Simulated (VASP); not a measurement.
# PtSe (F-43m) in VASP: notebook

Runs on PtSe. Level: PBE+U. Tasks: single point.

Program: VASP 6.6.1. These are calculated values, not measurements. Logs are shortened: lines on timing, memory, paths and dates and some standing lists are left out, and cuts for length are marked.

**1. The cell of the first run**

It takes space group F-43m (No. 216, cubic). The conventional cell has a = 6.075 Å, b = 6.075 Å, c = 6.075 Å, α = 90.00°, β = 90.00°, γ = 90.00°. Pt (site symmetry -43m) has 4 Se at 2.63 Å within 3.5 Å. Within 3.5 Å of Se (site symmetry -43m) lie 4 Pt at 2.63 Å.

**2. Single point, PBE+U, collinear spin, ferromagnetic start**

INCAR

```
SYSTEM = PtSe
ALGO     = Normal         ! electronic algorithm
EDIFF    = 1E-6           ! SCF threshold, eV
ENCUT    = 520            ! plane-wave cutoff, eV
GGA      = PE             ! functional
ISIF     = 2              ! what is computed and relaxed
ISMEAR   = 0              ! smearing method
ISPIN    = 2              ! spin polarisation
LASPH    = .True.         ! aspherical terms in the spheres
LCHARG   = .False.        ! write CHGCAR
LDAU     = .True.         ! DFT+U
LDAUJ    = 0.9 0        
LDAUL    = 2 -1           ! shell
LDAUPRINT= 1            
LDAUTYPE = 1            
LDAUU    = 7 0            ! U, eV
LMAXMIX  = 4              ! l up to which the mixer works
LORBIT   = 11             ! projections on sites
LREAL    = .False.        ! projectors in reciprocal space
LWAVE    = .False.        ! write WAVECAR
MAGMOM   = 2 0            ! initial moments
NBANDS   = 19             ! bands
NELM     = 150            ! most SCF steps
PREC     = Accurate       ! precision mode
SIGMA    = 0.05           ! smearing width, eV
```

KPOINTS

```
k-points
0
Gamma
  5 5 5
  0 0 0
```

POSCAR

```
PtSe
1.0
    0.0000000000      3.0374472300      3.0374472300
    3.0374472300      0.0000000000      3.0374472300
    3.0374472300      3.0374472300      0.0000000000
Pt Se
1 1
Direct
    0.0000000000      0.0000000000      0.0000000000
    0.2500000000      0.2500000000      0.2500000000
```

Potentials or basis: VASP PAW PBE potentials, release 64 (Pt, Se).

The run is started by

```bash
cat potpaw_PBE.64/Pt/POTCAR potpaw_PBE.64/Se/POTCAR > POTCAR
mpirun -np 1 vasp_std > vasp.out
```

OUTCAR:

```text
SYSTEM = PtSe
   EDIFF = 1E-6
   ENCUT = 520
   GGA = PE
   ISIF = 2
   ISMEAR = 0
   ISPIN = 2
   LASPH = .True.
   LORBIT = 11
   LREAL = .False.
   NELM = 150
   PREC = Accurate

 ion  position               nearest neighbor table
   1  0.000  0.000  0.000-   2 2.63   2 2.63   2 2.63   2 2.63
   2  0.250  0.250  0.250-   1 2.63   1 2.63   1 2.63   1 2.63

  LATTYP: Found a face centered cubic cell.
 ALAT       =     6.0748944600

  Lattice vectors:

 A1 = (   0.0000000000,   3.0374472300,   3.0374472300)
 A2 = (   3.0374472300,   0.0000000000,   3.0374472300)
 A3 = (   3.0374472300,   3.0374472300,   0.0000000000)

Analysis of symmetry for initial positions (statically):
=====================================================================
 Subroutine PRICEL returns:
 Original cell was already a primitive cell.

 Routine SETGRP: Setting up the symmetry group for a
 face centered cubic supercell.

 Subroutine GETGRP returns: Found 24 space group operations
 (whereof 24 operations were pure point group operations)
 out of a pool of 48 trial point group operations.

The static configuration has the point symmetry T_d .

Analysis of symmetry for dynamics (positions and initial velocities):
=====================================================================
 Subroutine PRICEL returns:
 Original cell was already a primitive cell.

 Routine SETGRP: Setting up the symmetry group for a
 face centered cubic supercell.

 Subroutine GETGRP returns: Found 24 space group operations
 (whereof 24 operations were pure point group operations)
 out of a pool of 48 trial point group operations.

The dynamic configuration has the point symmetry T_d .

Analysis of structural, dynamic, and magnetic symmetry:
=====================================================================
 Subroutine PRICEL returns:
 Original cell was already a primitive cell.

 Routine SETGRP: Setting up the symmetry group for a
 face centered cubic supercell.

 Subroutine GETGRP returns: Found 24 space group operations
 (whereof 24 operations were pure point group operations)
 out of a pool of 48 trial point group operations.

The overall configuration has the point symmetry T_d .

 Subroutine INISYM returns: Found 24 space group operations
 (whereof 24 operations are pure point group operations),
 and found     1 'primitive' translations

----------------------------------------------------------------------------------------

                                     Primitive cell

  volume of cell :      56.0475

  direct lattice vectors                    reciprocal lattice vectors
     0.000000000  3.037447230  3.037447230    -0.164611913  0.164611913  0.164611913
     3.037447230  0.000000000  3.037447230     0.164611913 -0.164611913  0.164611913
     3.037447230  3.037447230  0.000000000     0.164611913  0.164611913 -0.164611913

  length of vectors
     4.295599068  4.295599068  4.295599068     0.285116197  0.285116197  0.285116197

  position of ions in fractional coordinates (direct lattice)
     0.000000000  0.000000000  0.000000000
     0.250000000  0.250000000  0.250000000

  ion indices of the primitive-cell ions
   primitive index   ion index
                 1           1
                 2           2

----------------------------------------------------------------------------------------

 KPOINTS: k-points

Automatic generation of k-mesh.
 Grid dimensions read from file:
 generate k-points for:    5    5    5

 Generating k-lattice:

  Cartesian coordinates                     Fractional coordinates (reciprocal lattice)
    -0.032922383  0.032922383  0.032922383     0.200000000  0.000000000  0.000000000
     0.032922383 -0.032922383  0.032922383     0.000000000  0.200000000  0.000000000
[... 56 lines left out ...]
   EMIN   =  10.00;   EMAX   =-10.00  energy-range for DOS
   EFERMI =   0.00;   METHOD = LEGACY
   ISMEAR =     0;   SIGMA  =   0.05  broadening in eV -4-tet -1-fermi 0-gaus
   EFERMI_NEDOS =   21; number of points for ismear=-14 and -15
   IALGO  =     38    algorithm
   IMIX   =      4    mixing-type and parameters
     AMIX     =   0.40;   BMIX     =  1.00
     AMIX_MAG =   1.60;   BMIX_MAG =  1.00
  volume/ion in A,a.u.               =      28.02       189.11
  Fermi-wavevector in a.u.,A,eV,Ry     =   1.077944  2.037018 15.809462  1.161963
  Thomas-Fermi vector in A             =   2.213869
   LORBIT       =     11    0 simple, 1 ext, 2 COOP (PROOUT), +10 PAW based schemes
 LDA+U is selected, type is set to LDAUTYPE =  1
   angular momentum for each species LDAUL =     2   -1
   U (eV)           for each species LDAUU =   7.0  0.0
   J (eV)           for each species LDAUJ =   0.9  0.0
   GGA     = PE    functional components
   LHFCALC =     F    Hartree Fock is set to
   AEXX    =    0.0000 exact exchange contribution
   IVDW    =     0    specifies the selected vdW correction
   LEPSILON=     F    determine dielectric tensor
   LRPA    =     F    only Hartree local field effects (RPA)
 spin polarized calculation
 Gauss-broadening in eV      SIGMA  =   0.05
  energy-cutoff  :      520.00
  volume of cell :       56.05
 maximum number of plane-waves:      1524
   NGX = 15   NGY = 15   NGZ = 15

atom =   1  type =  1  l = 2

 onsite density matrix

spin component  1

  0.9089 -0.0000  0.0000  0.0000 -0.0000
 -0.0000  0.9089 -0.0000  0.0000 -0.0000
  0.0000 -0.0000  0.9388  0.0000 -0.0000
  0.0000  0.0000  0.0000  0.9089 -0.0000
 -0.0000 -0.0000 -0.0000 -0.0000  0.9388

spin component  2

  0.7534 -0.0000  0.0000 -0.0000 -0.0000
 -0.0000  0.7534 -0.0000 -0.0000 -0.0000
  0.0000 -0.0000  0.9147 -0.0000 -0.0000
 -0.0000 -0.0000 -0.0000  0.7534  0.0000
 -0.0000 -0.0000 -0.0000  0.0000  0.9147

 occupancies and eigenvectors

  o =  0.7534  v =  0.0000  0.0000  0.0000  0.0000  0.0000  1.0000  0.0000  0.0000  0.0000  0.0000      0.0000  0.0000  0.0000  0.0000  0.0000  0.0000  0.0000  0.0000  0.0000  0.0000
  o =  0.7534  v =  0.0000  0.0000  0.0000  0.0000  0.0000  0.0000 -0.2234 -0.0000  0.9747  0.0000      0.0000  0.0000  0.0000  0.0000  0.0000  0.0000  0.0000  0.0000  0.0000  0.0000
  o =  0.7534  v =  0.0000  0.0000  0.0000  0.0000  0.0000  0.0000  0.9747  0.0000  0.2234 -0.0000      0.0000  0.0000  0.0000  0.0000  0.0000  0.0000  0.0000  0.0000  0.0000  0.0000
  o =  0.9089  v =  0.0000  0.9685  0.0000 -0.2491  0.0000  0.0000  0.0000  0.0000  0.0000  0.0000      0.0000  0.0000  0.0000  0.0000  0.0000  0.0000  0.0000  0.0000  0.0000  0.0000
  o =  0.9089  v =  1.0000  0.0000  0.0000  0.0000  0.0000  0.0000  0.0000  0.0000  0.0000  0.0000      0.0000  0.0000  0.0000  0.0000  0.0000  0.0000  0.0000  0.0000  0.0000  0.0000
  o =  0.9089  v =  0.0000 -0.2491 -0.0000 -0.9685 -0.0000  0.0000  0.0000  0.0000  0.0000  0.0000      0.0000  0.0000  0.0000  0.0000  0.0000  0.0000  0.0000  0.0000  0.0000  0.0000
  o =  0.9147  v =  0.0000  0.0000  0.0000  0.0000  0.0000  0.0000 -0.0000  0.9494 -0.0000  0.3142      0.0000  0.0000  0.0000  0.0000  0.0000  0.0000  0.0000  0.0000  0.0000  0.0000
  o =  0.9147  v =  0.0000  0.0000  0.0000  0.0000  0.0000  0.0000  0.0000 -0.3142  0.0000  0.9494      0.0000  0.0000  0.0000  0.0000  0.0000  0.0000  0.0000  0.0000  0.0000  0.0000
  o =  0.9388  v =  0.0000 -0.0000  0.9989  0.0000 -0.0465  0.0000  0.0000  0.0000  0.0000  0.0000      0.0000  0.0000  0.0000  0.0000  0.0000  0.0000  0.0000  0.0000  0.0000  0.0000
  o =  0.9388  v =  0.0000 -0.0000  0.0465 -0.0000  0.9989  0.0000  0.0000  0.0000  0.0000  0.0000      0.0000  0.0000  0.0000  0.0000  0.0000  0.0000  0.0000  0.0000  0.0000  0.0000

 number of electron      16.0000002 magnetization       0.8812402

 Free energy of the ion-electron system (eV)
  ---------------------------------------------------
  ext. energy  EPLUGINS =         0.00000000
  ---------------------------------------------------
  free energy    TOTEN  =        -5.06404860 eV

  energy without entropy =       -5.06077375  energy(sigma->0) =       -5.06241118

 E-fermi :   2.3997     XC(G=0):  -9.0206

 val. band max:        2.3958153773   @ k =  -0.4000   0.2000   0.0000
 cond. band min:       2.4616499559   @ k =  -0.4000   0.4000   0.2000
 fundamental gap:      0.0658345787
 Fermi energy:         2.3996795305

 spin component 1

 k-point     1 :       0.0000    0.0000    0.0000
  band No.  band energies     occupation
      1     -10.8678      1.00000
      2      -2.6183      1.00000
      3      -2.6183      1.00000
      4      -2.6183      1.00000
      5      -0.9219      1.00000
      6      -0.9219      1.00000
[... 196 lines left out ...]
      5      -0.9441      1.00000
      6      -0.7717      1.00000
[... 11 lines left out ...]
     18      18.0076      0.00000
     19      19.1930      0.00000
 Fermi energy:         2.3996795305

 spin component 2

 k-point     1 :       0.0000    0.0000    0.0000
  band No.  band energies     occupation
      1     -10.6114      1.00000
      2      -1.6634      1.00000
      3      -1.6634      1.00000
      4      -1.6634      1.00000
      5      -0.6704      1.00000
      6      -0.6704      1.00000
[... 197 lines left out ...]
      6      -0.1498      1.00000
[... 11 lines left out ...]
     18      18.2172      0.00000
     19      19.3889      0.00000

------------------------ aborting loop because EDIFF is reached ----------------------------------------

  FORCE on cell =-STRESS in cart. coord.  units (eV):
  Direction    XX          YY          ZZ          XY          YZ          ZX
  --------------------------------------------------------------------------------------
  -------------------------------------------------------------------------------------
  Total       -4.2163872     -4.2163872     -4.2163872      0.0000000      0.0000000     -0.0000000
  in kB     -120.5299145   -120.5299145   -120.5299145      0.0000000      0.0000000     -0.0000000
  external PRESSURE =    -120.5299145 kB  Pullay stress =       0.0000000 kB

 VOLUME and BASIS-vectors are now :
 -----------------------------------------------------------------------------
  energy-cutoff  :      520.00
  volume of cell :       56.05
      direct lattice vectors                 reciprocal lattice vectors
     0.000000000  3.037447230  3.037447230    -0.164611913  0.164611913  0.164611913
     3.037447230  0.000000000  3.037447230     0.164611913 -0.164611913  0.164611913
     3.037447230  3.037447230  0.000000000     0.164611913  0.164611913 -0.164611913

 POSITION                                       TOTAL-FORCE (eV/Angst)
 -----------------------------------------------------------------------------------
      0.00000      0.00000      0.00000         0.000000      0.000000      0.000000
      1.51872      1.51872      1.51872        -0.000000     -0.000000     -0.000000
 -----------------------------------------------------------------------------------
    total drift:                               -0.000000     -0.000000     -0.000000

  FREE ENERGIE OF THE ION-ELECTRON SYSTEM (eV)
  ---------------------------------------------------
  free  energy   TOTEN  =        -5.0640486004 eV

  energy  without entropy=       -5.0607737504  energy(sigma->0) =       -5.06241118

 total charge

# of ion       s       p       d       tot
------------------------------------------
    1        0.503   0.287   8.632   9.422
    2        1.477   2.096   0.055   3.628
--------------------------------------------------
tot          1.981   2.383   8.686  13.050

 magnetization (x)

# of ion       s       p       d       tot
------------------------------------------
    1        0.018   0.038   0.512   0.567
    2        0.015   0.188   0.001   0.203
--------------------------------------------------
tot          0.033   0.225   0.512   0.771
```

Wall time 20 s (1 thread of Intel Xeon Platinum 8488C (Sapphire Rapids), shared host); peak memory 0.2 GiB.

What came out:

* Free energy: -5.0640 eV
* Pressure: -12.1 GPa
* Net moment: 0.88 μB per cell
* Site moments: Pt +0.57; Se +0.20 μB
* Valence electrons inside the program's atomic spheres: Pt 9.42; Se 3.63

Eigenvalues of the final occupation matrices:
```csv
site,spin,trace,eigenvalues
site 1 d,1,4.60,0.91 0.91 0.91 0.94 0.94
site 1 d,2,4.09,0.75 0.75 0.75 0.91 0.91
```

Caveat: spin-orbit coupling is left out, which moves the levels of the heavy elements. The state reached can hang on the start; a lower one may exist.

**3. Single point, PBE+U, collinear spin, ferromagnetic start**

INCAR

```
  ALGO = Normal
  EDIFF = 1E-7
  ENCUT = 520
  GGA = PE
  ISIF = 2
  ISMEAR = 0
  ISPIN = 2
  LASPH = True
  LCHARG = False
  LDAU = True
  LDAUJ = 0.9 0
  LDAUL = 2 -1
  LDAUPRINT = 1
  LDAUTYPE = 1
  LDAUU = 7 0
  LMAXMIX = 4
  LORBIT = 11
  LREAL = False
  LWAVE = False
  MAGMOM = 0.8 0.09
  NBANDS = 19
  NELM = 150
  PREC = Accurate
  SIGMA = 0.05
```

KPOINTS

```
k-points
0
Gamma
  5 5 5
```

POSCAR is that of step 2.

Potentials or basis: VASP PAW PBE potentials, release 64 (Pt, Se).

The run is started by

```bash
cat potpaw_PBE.64/Pt/POTCAR potpaw_PBE.64/Se/POTCAR > POTCAR
mpirun -np 1 vasp_std > vasp.out
```

Run time: 17 s. Hardware: 1 thread of Intel Xeon Platinum 8488C (Sapphire Rapids), shared host; peak memory 0.2 GiB.

The run converged. Its results:

| Item | Value |
| --- | --- |
| Free energy | -5.0640 eV |
| Pressure | -12.1 GPa |
| Net moment | 0.88 μB per cell |
| Site moments | Pt +0.57; Se +0.20 μB |
| Valence electrons inside the program's atomic spheres | Pt 9.42; Se 3.63 |

Levels at points of the mesh, in eV from the Fermi level:
Spin up:
```
           k point  band 4  band 5  band 6  band 7  band 8  band 9  band 10  band 11  band 12  band 13
(0.00, 0.00, 0.00)   -5.02   -3.32   -3.32    1.00    1.34    1.34     1.34     7.24     7.24     7.24
```
Spin down:
| k point | band 5 | band 6 | band 7 | band 8 | band 9 | band 10 |
| --- | --- | --- | --- | --- | --- | --- |
| (0.00, 0.00, 0.00) | -3.07 | -3.07 | 1.21 | 2.10 | 2.10 | 2.10 |

Eigenvalues of the final occupation matrices:
```tsv
site	spin	trace	eigenvalues
site 1 d	1	4.60	0.91 0.91 0.91 0.94 0.94
site 1 d	2	4.09	0.75 0.75 0.75 0.91 0.91
```

Caveat: spin-orbit coupling is left out, which moves the levels of the heavy elements.

**4. Single point, PBE+U, collinear spin, ferromagnetic start**

INCAR

```
SYSTEM = PtSe
PREC = Accurate
ENCUT = 520
EDIFF = 1E-6
ISMEAR = 0
SIGMA = 0.05
LREAL = .FALSE.
LASPH = .TRUE.
NELM = 150
ALGO = Normal
ISIF = 2
LWAVE = .FALSE.
LCHARG = .FALSE.
ISPIN = 2
MAGMOM = 0.82 0.05
LORBIT = 11
LMAXMIX = 4
LDAU = .TRUE.
LDAUTYPE = 1
LDAUL = 2 -1
LDAUU = 7 0
LDAUJ = 0.9 0
LDAUPRINT = 1
GGA = PE
NBANDS = 19
```

KPOINTS

```
Automatic mesh
0
G
  5 5 5
  0 0 0
```

POSCAR is that of step 3.

The run is started by

```bash
cat potpaw_PBE.64/Pt/POTCAR potpaw_PBE.64/Se/POTCAR > POTCAR
mpirun -np 1 vasp_std > vasp.out
```

Run time: 17 s. Hardware: 1 thread of Intel Xeon Platinum 8488C (Sapphire Rapids), shared host; peak memory 0.2 GiB.

Results (log left out):

```yaml
Free_energy: -5.0640 eV
Pressure: -12.1 GPa
Net_moment: 0.88 μB per cell
Site_moments: Pt +0.57; Se +0.20 μB
Valence_electrons_inside_the_program's_atomic_spheres: Pt 9.42; Se 3.63
```

Levels at points of the mesh, in eV from the Fermi level:
Spin up:
```tsv
k point	band 5	band 6	band 7	band 8	band 9	band 10	band 11	band 12
(0.00, 0.00, 0.00)	-3.32	-3.32	1.00	1.34	1.34	1.34	7.24	7.24
```
Spin down:
```tsv
k point	band 5	band 6	band 7	band 8	band 9	band 10
(0.00, 0.00, 0.00)	-3.07	-3.07	1.21	2.10	2.10	2.10
```

Eigenvalues of the final occupation matrices:
```tsv
site	spin	trace	eigenvalues
site 1 d	1	4.60	0.91 0.91 0.91 0.94 0.94
site 1 d	2	4.09	0.75 0.75 0.75 0.91 0.91
```

Caveat: spin-orbit coupling is left out, which moves the levels of the heavy elements.
